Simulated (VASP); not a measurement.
# CaSe (Fm-3m) in VASP: notebook

Aim: see how the results for CaSe move with the level of theory and the settings. Levels: r2SCAN, HSE06. Tasks: single point.

All numbers are computed with VASP 6.6.1; they aren't measurements. Logs are shortened: lines on timing, memory, paths and dates and some standing lists are left out, and cuts for length are marked.

### 1 The cell of the first run

It takes space group Fm-3m (No. 225, cubic). Conventional cell: a = 5.935 Å, b = 5.935 Å, c = 5.935 Å, α = 90.00°, β = 90.00°, γ = 90.00°. Ca (site symmetry m-3m) has 6 Se at 2.97 Å within 3.9 Å. Se (site symmetry m-3m) has 6 Ca at 2.97 Å within 3.9 Å.

### 2 Single point, r2SCAN

POSCAR

```
CaSe
1.0
    0.0000000000      2.9675306017      2.9675306017
    2.9675306017      0.0000000000      2.9675306017
    2.9675306017      2.9675306017      0.0000000000
Ca Se
1 1
Direct
    0.0000000000      0.0000000000      0.0000000000
    0.5000000000      0.5000000000      0.5000000000
```

INCAR.step1

```
ALGO = Normal
EDIFF = 1E-4
ENCUT = 520
GGA = PE
ISMEAR = 0
LASPH = T
LCHARG = F
LREAL = F
LWAVE = T
NBANDS = 15
NELM = 80
PREC = Accurate
SIGMA = 0.01
```

INCAR.step2

```
ALGO = Normal
EDIFF = 1E-6
ENCUT = 520
ISIF = 2
ISMEAR = 0
ISTART = 1
LASPH = T
LCHARG = T
LELF = T
LMIXTAU = T
LREAL = F
LVHAR = T
LWAVE = F
METAGGA = R2SCAN
NBANDS = 15
NELM = 80
PREC = Accurate
SIGMA = 0.01
```

KPOINTS

```
k-points
0
Gamma
  4 4 4
```

Potentials or basis: VASP PAW PBE potentials, release 64 (Ca_sv, Se).

The run is started by

```console
> cat potpaw_PBE.64/Ca_sv/POTCAR potpaw_PBE.64/Se/POTCAR > POTCAR
> cp INCAR.step1 INCAR
> mpirun -np 1 vasp_std > vasp.out
> cp INCAR.step2 INCAR
> mpirun -np 1 vasp_std > vasp.out
```

OUTCAR:

```text
EDIFF = 1E-6
   ENCUT = 520
   ISIF = 2
   ISMEAR = 0
   ISTART = 1
   LASPH = T
   LREAL = F
   METAGGA = R2SCAN
   NELM = 80
   PREC = Accurate

 ion  position               nearest neighbor table
   1  0.000  0.000  0.000-   2 2.97   2 2.97   2 2.97   2 2.97   2 2.97   2 2.97
   2  0.500  0.500  0.500-   1 2.97   1 2.97   1 2.97   1 2.97   1 2.97   1 2.97

  LATTYP: Found a face centered cubic cell.
 ALAT       =     5.9350612034

  Lattice vectors:

 A1 = (   0.0000000000,   2.9675306017,   2.9675306017)
 A2 = (   2.9675306017,   0.0000000000,   2.9675306017)
 A3 = (   2.9675306017,   2.9675306017,   0.0000000000)

Analysis of symmetry for initial positions (statically):
=====================================================================
 Subroutine PRICEL returns:
 Original cell was already a primitive cell.

 Routine SETGRP: Setting up the symmetry group for a
 face centered cubic supercell.

 Subroutine GETGRP returns: Found 48 space group operations
 (whereof 48 operations were pure point group operations)
 out of a pool of 48 trial point group operations.

The static configuration has the point symmetry O_h .

Analysis of symmetry for dynamics (positions and initial velocities):
=====================================================================
 Subroutine PRICEL returns:
 Original cell was already a primitive cell.

 Routine SETGRP: Setting up the symmetry group for a
 face centered cubic supercell.

 Subroutine GETGRP returns: Found 48 space group operations
 (whereof 48 operations were pure point group operations)
 out of a pool of 48 trial point group operations.

The dynamic configuration has the point symmetry O_h .

 Subroutine INISYM returns: Found 48 space group operations
 (whereof 48 operations are pure point group operations),
 and found     1 'primitive' translations

----------------------------------------------------------------------------------------

                                     Primitive cell

  volume of cell :      52.2656

  direct lattice vectors                    reciprocal lattice vectors
     0.000000000  2.967530602  2.967530602    -0.168490259  0.168490259  0.168490259
     2.967530602  0.000000000  2.967530602     0.168490259 -0.168490259  0.168490259
     2.967530602  2.967530602  0.000000000     0.168490259  0.168490259 -0.168490259

  length of vectors
     4.196722024  4.196722024  4.196722024     0.291833689  0.291833689  0.291833689

  position of ions in fractional coordinates (direct lattice)
     0.000000000  0.000000000  0.000000000
     0.500000000  0.500000000  0.500000000

  ion indices of the primitive-cell ions
   primitive index   ion index
                 1           1
                 2           2

----------------------------------------------------------------------------------------

 KPOINTS: k-points

Automatic generation of k-mesh.
 Grid dimensions read from file:
 generate k-points for:    4    4    4

 Generating k-lattice:

  Cartesian coordinates                     Fractional coordinates (reciprocal lattice)
    -0.042122565  0.042122565  0.042122565     0.250000000  0.000000000  0.000000000
     0.042122565 -0.042122565  0.042122565     0.000000000  0.250000000  0.000000000
     0.042122565  0.042122565 -0.042122565     0.000000000  0.000000000  0.250000000

  Length of vectors
     0.072958422  0.072958422  0.072958422

  Shift w.r.t. Gamma in fractional coordinates (k-lattice)
     0.000000000  0.000000000  0.000000000

 Subroutine IBZKPT returns following result:
 ===========================================

 Found      8 irreducible k-points:

 Following reciprocal coordinates:
            Coordinates               Weight
  0.000000  0.000000  0.000000      1.000000
  0.250000  0.000000  0.000000      8.000000
  0.500000  0.000000  0.000000      4.000000
  0.250000  0.250000  0.000000      6.000000
  0.500000  0.250000  0.000000     24.000000
 -0.250000  0.250000  0.000000     12.000000
  0.500000  0.500000  0.000000      3.000000
 -0.250000  0.500000  0.250000      6.000000
   k-points           NKPTS =      8   k-points in BZ     NKDIM =      8   number of bands    NBANDS=     15
   number of dos      NEDOS =    301   number of ions     NIONS =      2
   total plane-waves  NPLWV =  32768
   dimension x,y,z NGX =    32 NGY =   32 NGZ =   32
   dimension x,y,z NGXF=    64 NGYF=   64 NGZF=   64
   ions per type =               1   1
   NGX,Y,Z   is equivalent  to a cutoff of  12.68, 12.68, 12.68 a.u.
   NGXF,Y,Z  is equivalent  to a cutoff of  25.35, 25.35, 25.35 a.u.
 SYSTEM =  unknown system
   PREC   = accura    normal or accurate (medium, high low for compatibility)
   ISTART =      1    job   : 0-new  1-cont  2-samecut
   ICHARG =      0    charge: 1-file 2-atom 10-const
   ISPIN  =      1    spin polarized calculation?
   LNONCOLLINEAR =      F non collinear calculations
   LSORBIT =      F    spin-orbit coupling
   LASPH  =      T    aspherical Exc in radial PAW
   ENCUT  =  520.0 eV  38.22 Ry    6.18 a.u.   7.80  7.80  7.80*2*pi/ulx,y,z
   NELM   =     80;   NELMIN=  2; NELMDL=  0     # of ELM steps
   EDIFF  = 0.1E-05   stopping-criterion for ELM
   LREAL  =      F    real-space projection
   EDIFFG = 0.1E-04   stopping-criterion for IOM
   NSW    =      0    number of steps for IOM
   IBRION =     -1    ionic relax: 0-MD 1-quasi-New 2-CG
   NFREE  =      0    steps in history (QN), initial steepest desc. (CG)
   ISIF   =      2    stress and relaxation
   ISYM   =      2    0-nonsym 1-usesym 2-fastsym
   POTIM  = 0.5000    time-step for ionic-motion
   TEBEG  =    0.0;   TEEND  =   0.0 temperature during run
   PSTRESS=    0.0 pullay stress
   NELECT =      16.0000    total number of electrons
   NUPDOWN=      -1.0000    fix difference up-down
   EMIN   =  10.00;   EMAX   =-10.00  energy-range for DOS
   EFERMI =   0.00;   METHOD = LEGACY
   ISMEAR =     0;   SIGMA  =   0.01  broadening in eV -4-tet -1-fermi 0-gaus
   EFERMI_NEDOS =   21; number of points for ismear=-14 and -15
   IALGO  =     38    algorithm
   IMIX   =      4    mixing-type and parameters
     AMIX     =   0.40;   BMIX     =  1.00
     AMIX_MAG =   1.60;   BMIX_MAG =  1.00
  volume/ion in A,a.u.               =      26.13       176.35
  Fermi-wavevector in a.u.,A,eV,Ry     =   1.103341  2.085012 16.563196  1.217361
  Thomas-Fermi vector in A             =   2.239797
   LORBIT       =      0    0 simple, 1 ext, 2 COOP (PROOUT), +10 PAW based schemes
   METAGGA = R2SCAN    functional components
   LHFCALC =     F    Hartree Fock is set to
   AEXX    =    0.0000 exact exchange contribution
   IVDW    =     0    specifies the selected vdW correction
   LEPSILON=     F    determine dielectric tensor
   LRPA    =     F    only Hartree local field effects (RPA)
 non-spin polarized calculation
 Gauss-broadening in eV      SIGMA  =   0.01
  energy-cutoff  :      520.00
  volume of cell :       52.27
 maximum number of plane-waves:      1424
   NGX = 15   NGY = 15   NGZ = 15

 number of electron      15.9999997 magnetization

 Free energy of the ion-electron system (eV)
  ---------------------------------------------------
  ext. energy  EPLUGINS =         0.00000000
  ---------------------------------------------------
  free energy    TOTEN  =       -25.96655185 eV

  energy without entropy =      -25.96655185  energy(sigma->0) =      -25.96655185

 E-fermi :   2.1715     XC(G=0):  -9.5326

 val. band max:        2.1235109498   @ k =   0.0000   0.0000   0.0000
 cond. band min:       4.6323646573   @ k =   0.5000   0.5000   0.0000
 fundamental gap:      2.5088537075
 Fermi energy:         2.1715389222

 k-point     1 :       0.0000    0.0000    0.0000
  band No.  band energies     occupation
      1     -39.2169      2.00000
      2     -19.3262      2.00000
      3     -19.3262      2.00000
      4     -19.3261      2.00000
      5     -10.0335      2.00000
      6       2.1235      2.00000
      7       2.1235      2.00000
      8       2.1235      2.00000
      9       6.1980      0.00000
     10       6.3447      0.00000
     11       6.3447      0.00000
     12       6.3447      0.00000
     13       6.9332      0.00000
     14       6.9332      0.00000
     15      12.5781      0.00000

 k-point     2 :       0.2500    0.0000    0.0000
  band No.  band energies     occupation
      1     -39.2137      2.00000
      2     -19.3823      2.00000
      3     -19.3296      2.00000
      4     -19.3296      2.00000
      5      -9.7013      2.00000
      6       0.1783      2.00000
      7       1.4473      2.00000
      8       1.4473      2.00000
      9       6.4117      0.00000
     10       7.0950      0.00000
     11       7.0951      0.00000
     12       8.3374      0.00000
     13       8.3374      0.00000
     14       8.5091      0.00000
     15      12.1936      0.00000

 k-point     3 :       0.5000    0.0000    0.0000
  band No.  band energies     occupation
      1     -39.2106      2.00000
      2     -19.4369      2.00000
      3     -19.3330      2.00000
      4     -19.3330      2.00000
      5      -9.3290      2.00000
      6      -1.1190      2.00000
      7       0.9535      2.00000
      8       0.9535      2.00000
      9       7.2201      0.00000
     10       8.1812      0.00000
     11       8.2049      0.00000
     12       8.2049      0.00000
     13      10.2161      0.00000
     14      10.2161      0.00000
     15      10.8097      0.00000
[... 55 lines left out ...]
 k-point     7 :       0.5000    0.5000    0.0000
  band No.  band energies     occupation
      1     -39.2085      2.00000
      2     -19.4042      2.00000
      3     -19.3577      2.00000
      4     -19.3576      2.00000
      5      -9.4415      2.00000
      6      -0.3975      2.00000
      7       1.1839      2.00000
      8       1.1839      2.00000
      9       4.6324      0.00000
     10       7.7124      0.00000
     11       7.8803      0.00000
     12       8.7340      0.00000
     13       8.7340      0.00000
     14       8.7516      0.00000
     15      13.0742      0.00000

 k-point     8 :      -0.2500    0.5000    0.2500
  band No.  band energies     occupation
      1     -39.2085      2.00000
      2     -19.3809      2.00000
      3     -19.3809      2.00000
      4     -19.3643      2.00000
      5      -9.3523      2.00000
      6       0.1571      2.00000
      7       0.1572      2.00000
      8       0.4778      2.00000
      9       7.0473      0.00000
     10       7.0474      0.00000
     11       7.9775      0.00000
     12       8.4508      0.00000
     13       8.7403      0.00000
     14      11.4481      0.00000
     15      11.8729      0.00000

------------------------ aborting loop because EDIFF is reached ----------------------------------------

  FORCE on cell =-STRESS in cart. coord.  units (eV):
  Direction    XX          YY          ZZ          XY          YZ          ZX
  --------------------------------------------------------------------------------------
  -------------------------------------------------------------------------------------
  Total        0.1113420      0.1113420      0.1113420      0.0000000      0.0000000      0.0000000
  in kB        3.4131404      3.4131404      3.4131404      0.0000000      0.0000000      0.0000000
  external PRESSURE =       3.4131404 kB  Pullay stress =       0.0000000 kB

 VOLUME and BASIS-vectors are now :
 -----------------------------------------------------------------------------
  energy-cutoff  :      520.00
  volume of cell :       52.27
      direct lattice vectors                 reciprocal lattice vectors
     0.000000000  2.967530602  2.967530602    -0.168490259  0.168490259  0.168490259
     2.967530602  0.000000000  2.967530602     0.168490259 -0.168490259  0.168490259
     2.967530602  2.967530602  0.000000000     0.168490259  0.168490259 -0.168490259

 POSITION                                       TOTAL-FORCE (eV/Angst)
 -----------------------------------------------------------------------------------
      0.00000      0.00000      0.00000         0.000000      0.000000      0.000000
      2.96753      2.96753      2.96753         0.000000     -0.000000     -0.000000
 -----------------------------------------------------------------------------------
    total drift:                                0.000000     -0.000000     -0.000000

  FREE ENERGIE OF THE ION-ELECTRON SYSTEM (eV)
  ---------------------------------------------------
  free  energy   TOTEN  =       -25.9665518458 eV

  energy  without entropy=      -25.9665518458  energy(sigma->0) =      -25.96655185
```

Wall time 42 s (1 thread of AMD EPYC 7R43 (Zen 3), shared host); peak memory 0.15 GiB.

What came out:

```yaml
Free_energy: -25.9666 eV
Pressure: 0.3 GPa
Band_gap_on_the_k_mesh: 2.51 eV (least direct gap 3.45 eV)
```

Levels at points of the mesh, in eV from the valence-band top:
| k point | band 4 | band 5 | band 6 | band 7 | band 8 | band 9 | band 10 | band 11 | band 12 | band 13 |
| --- | --- | --- | --- | --- | --- | --- | --- | --- | --- | --- |
| (0.00, 0.00, 0.00) | -21.45 | -12.16 | 0.00 | 0.00 | 0.00 | 4.07 | 4.22 | 4.22 | 4.22 | 4.81 |
| (0.50, 0.00, 0.00) | -21.46 | -11.45 | -3.24 | -1.17 | -1.17 | 5.10 | 6.06 | 6.08 | 6.08 | 8.09 |
| (0.50, 0.50, 0.00) | -21.48 | -11.56 | -2.52 | -0.94 | -0.94 | 2.51 | 5.59 | 5.76 | 6.61 | 6.61 |

Caveat: the k points lie up to 0.46 Å⁻¹ apart; the PAW data sets were made with another functional, which shifts forces and pressure a little. r2SCAN opens gaps a little over a GGA but as a rule still falls short of measured ones.

### 3 Single point, HSE06

POSCAR is that of step 2.

INCAR.step1

```
  PREC = Accurate
  ENCUT = 520
  EDIFF = 1E-5
  ISMEAR = 0
  SIGMA = 0.01
  LREAL = False
  LASPH = True
  NELM = 60
  ALGO = Normal
  ISIF = 2
  LWAVE = True
  LCHARG = False
  GGA = PE
  NBANDS = 15
```

INCAR.step2

```
  PREC = Accurate
  ENCUT = 520
  EDIFF = 1E-6
  ISMEAR = 0
  SIGMA = 0.01
  LREAL = False
  LASPH = True
  NELM = 60
  ALGO = Normal
  ISIF = 2
  LWAVE = False
  LCHARG = False
  GGA = PE
  LHFCALC = True
  HFSCREEN = 0.2079
  PRECFOCK = Normal
  ISTART = 1
  NBANDS = 15
```

KPOINTS

```
Automatic mesh
0
Gamma
  4 4 4
```

Potentials or basis: VASP PAW PBE potentials, release 64 (Ca_sv, Se).

The run is started by

```console
> cat potpaw_PBE.64/Ca_sv/POTCAR potpaw_PBE.64/Se/POTCAR > POTCAR
> cp INCAR.step1 INCAR
> mpirun -np 1 vasp_std > vasp.out
> cp INCAR.step2 INCAR
> mpirun -np 1 vasp_std > vasp.out
```

Wall time 9 min (1 thread of AMD EPYC 7R43 (Zen 3), shared host); peak memory 0.24 GiB.

Results (log left out):

```yaml
Free_energy: -10.6758 eV
Pressure: 0.3 GPa
Band_gap_on_the_k_mesh: 3.01 eV (least direct gap 4.04 eV)
```

Levels at points of the mesh, in eV from the valence-band top:
```csv
k point,band 5,band 6,band 7,band 8,band 9,band 10,band 11,band 12
"(0.00, 0.00, 0.00)",-12.86,0.00,0.00,0.00,4.24,4.93,4.93,4.93
"(0.50, 0.00, 0.00)",-12.08,-3.54,-1.23,-1.23,5.37,6.96,7.08,7.08
"(0.50, 0.50, 0.00)",-12.20,-2.76,-1.03,-1.03,3.01,5.98,6.47,7.60
```

Caveat: the k points lie up to 0.46 Å⁻¹ apart; the PAW data sets were made with another functional, which shifts forces and pressure a little. A k mesh can miss the band edges.
